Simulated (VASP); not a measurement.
# MgTl (Pm-3m) in VASP: single point with LDA

Aim: the single point of MgTl with LDA.

Everything below comes from runs of VASP 6.6.1. Logs are shortened: lines on timing, memory, paths and dates and some standing lists are left out, and cuts for length are marked.

### 1 The cell of the first run

Symmetry: Pm-3m, No. 221, cubic system. Conventional cell: a = 3.628 Å, b = 3.628 Å, c = 3.628 Å, α = 90.00°, β = 90.00°, γ = 90.00°. Within 4.1 Å of Mg (site symmetry m-3m) lie 8 Tl at 3.14 Å and 6 Mg at 3.63 Å. Within 4.1 Å of Tl (site symmetry m-3m) lie 8 Mg at 3.14 Å and 6 Tl at 3.63 Å.

### 2 Single point, LDA

INCAR

```
PREC     = Accurate       # precision mode
ENCUT    = 600            # plane-wave cutoff, eV
EDIFF    = 1E-6           # SCF threshold, eV
ISMEAR   = -1             # smearing method
SIGMA    = 0.1            # smearing width, eV
LREAL    = F              # projectors in reciprocal space
LASPH    = T              # aspherical terms in the spheres
NELM     = 120            # most SCF steps
ALGO     = Normal         # electronic algorithm
ISIF     = 2              # what is computed and relaxed
LWAVE    = F              # write WAVECAR
LCHARG   = T              # write CHGCAR
GGA      = CA             # functional
LELF     = T              # ELF
LVHAR    = T            
NBANDS   = 14             # bands
GGA_COMPAT= F
```

KPOINTS

```
regular mesh
0
Gamma
  6 6 6
```

POSCAR

```
MgTl
1.0
    3.6280000000      0.0000000000      0.0000000000
    0.0000000000      3.6280000000      0.0000000000
    0.0000000000      0.0000000000      3.6280000000
Mg Tl
1 1
Direct
    0.0000000000      0.0000000000      0.0000000000
    0.5000000000      0.5000000000      0.5000000000
```

Potentials or basis: VASP PAW LDA potentials, release 64 (Mg, Tl_d).

Run with:

```bash
$ cat potpaw_LDA.64/Mg/POTCAR potpaw_LDA.64/Tl_d/POTCAR > POTCAR
$ mpirun -np 1 vasp_std > vasp.out
```

OUTCAR:

```text
PREC = Accurate
   ENCUT = 600
   EDIFF = 1E-6
   ISMEAR = -1
   LREAL = F
   LASPH = T
   NELM = 120
   ISIF = 2
   GGA = CA

 ion  position               nearest neighbor table
   1  0.000  0.000  0.000-   2 3.14   2 3.14   2 3.14   2 3.14   2 3.14   2 3.14   2 3.14   2 3.14

   2  0.500  0.500  0.500-   1 3.14   1 3.14   1 3.14   1 3.14   1 3.14   1 3.14   1 3.14   1 3.14

  LATTYP: Found a simple cubic cell.
 ALAT       =     3.6280000000

  Lattice vectors:

 A1 = (   3.6280000000,   0.0000000000,   0.0000000000)
 A2 = (   0.0000000000,   3.6280000000,   0.0000000000)
 A3 = (   0.0000000000,   0.0000000000,   3.6280000000)

Analysis of symmetry for initial positions (statically):
=====================================================================
 Subroutine PRICEL returns:
 Original cell was already a primitive cell.

 Routine SETGRP: Setting up the symmetry group for a
 simple cubic supercell.

 Subroutine GETGRP returns: Found 48 space group operations
 (whereof 48 operations were pure point group operations)
 out of a pool of 48 trial point group operations.

The static configuration has the point symmetry O_h .

Analysis of symmetry for dynamics (positions and initial velocities):
=====================================================================
 Subroutine PRICEL returns:
 Original cell was already a primitive cell.

 Routine SETGRP: Setting up the symmetry group for a
 simple cubic supercell.

 Subroutine GETGRP returns: Found 48 space group operations
 (whereof 48 operations were pure point group operations)
 out of a pool of 48 trial point group operations.

The dynamic configuration has the point symmetry O_h .

 Subroutine INISYM returns: Found 48 space group operations
 (whereof 48 operations are pure point group operations),
 and found     1 'primitive' translations

----------------------------------------------------------------------------------------

                                     Primitive cell

  volume of cell :      47.7531

  direct lattice vectors                    reciprocal lattice vectors
     3.628000000  0.000000000  0.000000000     0.275633958  0.000000000  0.000000000
     0.000000000  3.628000000  0.000000000     0.000000000  0.275633958  0.000000000
     0.000000000  0.000000000  3.628000000     0.000000000  0.000000000  0.275633958

  length of vectors
     3.628000000  3.628000000  3.628000000     0.275633958  0.275633958  0.275633958

  position of ions in fractional coordinates (direct lattice)
     0.000000000  0.000000000  0.000000000
     0.500000000  0.500000000  0.500000000

  ion indices of the primitive-cell ions
   primitive index   ion index
                 1           1
                 2           2

----------------------------------------------------------------------------------------

 KPOINTS: regular mesh

Automatic generation of k-mesh.
 Grid dimensions read from file:
 generate k-points for:    6    6    6

 Generating k-lattice:

  Cartesian coordinates                     Fractional coordinates (reciprocal lattice)
     0.045938993  0.000000000  0.000000000     0.166666667  0.000000000  0.000000000
     0.000000000  0.045938993  0.000000000     0.000000000  0.166666667  0.000000000
     0.000000000  0.000000000  0.045938993     0.000000000  0.000000000  0.166666667

  Length of vectors
     0.045938993  0.045938993  0.045938993

  Shift w.r.t. Gamma in fractional coordinates (k-lattice)
     0.000000000  0.000000000  0.000000000

 Subroutine IBZKPT returns following result:
 ===========================================

 Found     20 irreducible k-points:

 Following reciprocal coordinates:
            Coordinates               Weight
  0.000000  0.000000  0.000000      1.000000
  0.166667  0.000000  0.000000      6.000000
  0.333333  0.000000  0.000000      6.000000
  0.500000  0.000000  0.000000      3.000000
  0.166667  0.166667  0.000000     12.000000
  0.333333  0.166667  0.000000     24.000000
[... 12 lines left out ...]
  0.500000  0.500000  0.333333      6.000000
  0.500000  0.500000  0.500000      1.000000
   k-points           NKPTS =     20   k-points in BZ     NKDIM =     20   number of bands    NBANDS=     14
   number of dos      NEDOS =    301   number of ions     NIONS =      2
   total plane-waves  NPLWV =  27000
   dimension x,y,z NGX =    30 NGY =   30 NGZ =   30
   dimension x,y,z NGXF=    60 NGYF=   60 NGZF=   60
   ions per type =               1   1
   NGX,Y,Z   is equivalent  to a cutoff of  13.75, 13.75, 13.75 a.u.
   NGXF,Y,Z  is equivalent  to a cutoff of  27.49, 27.49, 27.49 a.u.
 SYSTEM =  unknown system
   PREC   = accura    normal or accurate (medium, high low for compatibility)
   ISTART =      0    job   : 0-new  1-cont  2-samecut
   ICHARG =      2    charge: 1-file 2-atom 10-const
   ISPIN  =      1    spin polarized calculation?
   LNONCOLLINEAR =      F non collinear calculations
   LSORBIT =      F    spin-orbit coupling
   LASPH  =      T    aspherical Exc in radial PAW
   ENCUT  =  600.0 eV  44.10 Ry    6.64 a.u.   7.25  7.25  7.25*2*pi/ulx,y,z
   NELM   =    120;   NELMIN=  2; NELMDL= -5     # of ELM steps
   EDIFF  = 0.1E-05   stopping-criterion for ELM
   LREAL  =      F    real-space projection
[... 7 lines left out ...]
   TEBEG  =    0.0;   TEEND  =   0.0 temperature during run
   PSTRESS=    0.0 pullay stress
   NELECT =      15.0000    total number of electrons
   NUPDOWN=      -1.0000    fix difference up-down
   EMIN   =  10.00;   EMAX   =-10.00  energy-range for DOS
   EFERMI =   0.00;   METHOD = LEGACY
   ISMEAR =    -1;   SIGMA  =   0.10  broadening in eV -4-tet -1-fermi 0-gaus
   EFERMI_NEDOS =   21; number of points for ismear=-14 and -15
   IALGO  =     38    algorithm
   IMIX   =      4    mixing-type and parameters
     AMIX     =   0.40;   BMIX     =  1.00
     AMIX_MAG =   1.60;   BMIX_MAG =  1.00
  volume/ion in A,a.u.               =      23.88       161.13
  Fermi-wavevector in a.u.,A,eV,Ry     =   1.112853  2.102988 16.850037  1.238443
  Thomas-Fermi vector in A             =   2.249432
   LORBIT       =      0    0 simple, 1 ext, 2 COOP (PROOUT), +10 PAW based schemes
   GGA     = CA    functional components
   LHFCALC =     F    Hartree Fock is set to
   AEXX    =    0.0000 exact exchange contribution
   IVDW    =     0    specifies the selected vdW correction
   LEPSILON=     F    determine dielectric tensor
   LRPA    =     F    only Hartree local field effects (RPA)
 non-spin polarized calculation
  energy-cutoff  :      600.00
  volume of cell :       47.75
 maximum number of plane-waves:      1628
 NGX is ok and might be reduce to    30
   NGX = 15   NGY = 15   NGZ = 15

 number of electron      14.9999999 magnetization

 Free energy of the ion-electron system (eV)
  ---------------------------------------------------
  ext. energy  EPLUGINS =         0.00000000
  ---------------------------------------------------
  free energy    TOTEN  =        -5.07193514 eV

  energy without entropy =       -5.05074996  energy(sigma->0) =       -5.06134255

 E-fermi :   5.3784     XC(G=0): -10.0026

 val. band max:        5.2334651072   @ k =   0.1667   0.1667   0.1667
 cond. band min:       5.4116553628   @ k =   0.5000   0.5000   0.1667
 fundamental gap:      0.1781902557
 Fermi energy:         5.3783778287

 k-point     1 :       0.0000    0.0000    0.0000
  band No.  band energies     occupation
      1      -6.3793      2.00000
      2      -6.3793      2.00000
      3      -6.0201      2.00000
      4      -6.0201      2.00000
      5      -6.0201      2.00000
      6      -4.2223      2.00000
      7       7.8187      0.00000
      8       7.8187      0.00000
      9       7.8187      0.00000
     10       8.8043      0.00000
     11      10.7847      0.00000
     12      10.7847      0.00000
     13      18.9437      0.00000
     14      18.9437      0.00000

 k-point     2 :       0.1667    0.0000    0.0000
  band No.  band energies     occupation
      1      -6.3707      2.00000
      2      -6.3062      2.00000
      3      -6.0536      2.00000
      4      -6.0536      2.00000
      5      -6.0165      2.00000
      6      -3.8962      2.00000
      7       5.0516      1.92662
      8       8.1839      0.00000
      9       8.1839      0.00000
     10       9.7196      0.00000
     11      10.9254      0.00000
     12      13.3740      0.00000
     13      16.4476      0.00000
     14      16.4476      0.00000

 k-point     3 :       0.3333    0.0000    0.0000
  band No.  band energies     occupation
      1      -6.3533      2.00000
      2      -6.1739      2.00000
      3      -6.1195      2.00000
      4      -6.1195      2.00000
      5      -6.0092      2.00000
      6      -2.9363      2.00000
      7       2.1289      2.00000
      8       9.1729      0.00000
      9       9.1729      0.00000
     10      10.5446      0.00000
     11      11.2876      0.00000
     12      13.8906      0.00000
     13      13.8906      0.00000
     14      14.3685      0.00000
[... 256 lines left out ...]
 k-point    19 :       0.5000    0.5000    0.3333
  band No.  band energies     occupation
      1      -6.3440      2.00000
      2      -6.2829      2.00000
      3      -6.2829      2.00000
      4      -5.9171      2.00000
      5      -5.8170      2.00000
      6       0.9750      2.00000
      7       4.2198      1.99998
      8       4.2198      1.99998
      9       6.1972      0.00056
     10       6.7185      0.00000
     11       8.9724      0.00000
     12       8.9724      0.00000
     13       9.3643      0.00000
     14      22.1770      0.00000

 k-point    20 :       0.5000    0.5000    0.5000
  band No.  band energies     occupation
      1      -6.3304      2.00000
      2      -6.3304      2.00000
      3      -6.3304      2.00000
      4      -5.8150      2.00000
      5      -5.8150      2.00000
      6       1.7134      2.00000
      7       5.1242      1.85399
      8       5.1242      1.85399
      9       5.1242      1.85399
     10       7.4950      0.00000
     11       7.5392      0.00000
     12       7.5392      0.00000
     13       7.5392      0.00000
     14      24.7287      0.00000

------------------------ aborting loop because EDIFF is reached ----------------------------------------

  FORCE on cell =-STRESS in cart. coord.  units (eV):
  Direction    XX          YY          ZZ          XY          YZ          ZX
  --------------------------------------------------------------------------------------
  -------------------------------------------------------------------------------------
  Total       -0.5649959     -0.5649959     -0.5649959      0.0000000      0.0000000      0.0000000
  in kB      -18.9563215    -18.9563215    -18.9563215      0.0000000      0.0000000      0.0000000
  external PRESSURE =     -18.9563215 kB  Pullay stress =       0.0000000 kB

 VOLUME and BASIS-vectors are now :
 -----------------------------------------------------------------------------
  energy-cutoff  :      600.00
  volume of cell :       47.75
      direct lattice vectors                 reciprocal lattice vectors
     3.628000000  0.000000000  0.000000000     0.275633958  0.000000000  0.000000000
     0.000000000  3.628000000  0.000000000     0.000000000  0.275633958  0.000000000
     0.000000000  0.000000000  3.628000000     0.000000000  0.000000000  0.275633958

 POSITION                                       TOTAL-FORCE (eV/Angst)
 -----------------------------------------------------------------------------------
      0.00000      0.00000      0.00000         0.000000      0.000000      0.000000
      1.81400      1.81400      1.81400         0.000000      0.000000      0.000000
 -----------------------------------------------------------------------------------
    total drift:                                0.000000      0.000000      0.000000

  FREE ENERGIE OF THE ION-ELECTRON SYSTEM (eV)
  ---------------------------------------------------
  free  energy   TOTEN  =        -5.0719351431 eV

  energy  without entropy=       -5.0507499617  energy(sigma->0) =       -5.06134255
```

Run time: 6.7 s. Hardware: 1 thread of Intel Xeon 6975P-C (Granite Rapids), shared host; peak memory 0.15 GiB.

Results:

```
Free energy            : -5.0719 eV
Pressure               : -1.9 GPa
Band gap on the k mesh : zero (an odd number of electrons rules out a gap without spin polarisation)
```

Levels at points of the mesh, in eV from the Fermi level:
```
           k point  band 5  band 6  band 7  band 8  band 9  band 10
(0.00, 0.00, 0.00)  -11.40   -9.60    2.44    2.44    2.44     3.43
(0.50, 0.00, 0.00)  -11.38   -7.38   -4.86    4.68    4.68     6.04
(0.50, 0.50, 0.00)  -11.20   -5.48   -2.54   -2.54   -0.23     7.22
(0.50, 0.50, 0.50)  -11.19   -3.66   -0.25   -0.25   -0.25     2.12
```

Caveat: spin-orbit coupling is left out, which moves the levels of the heavy elements.
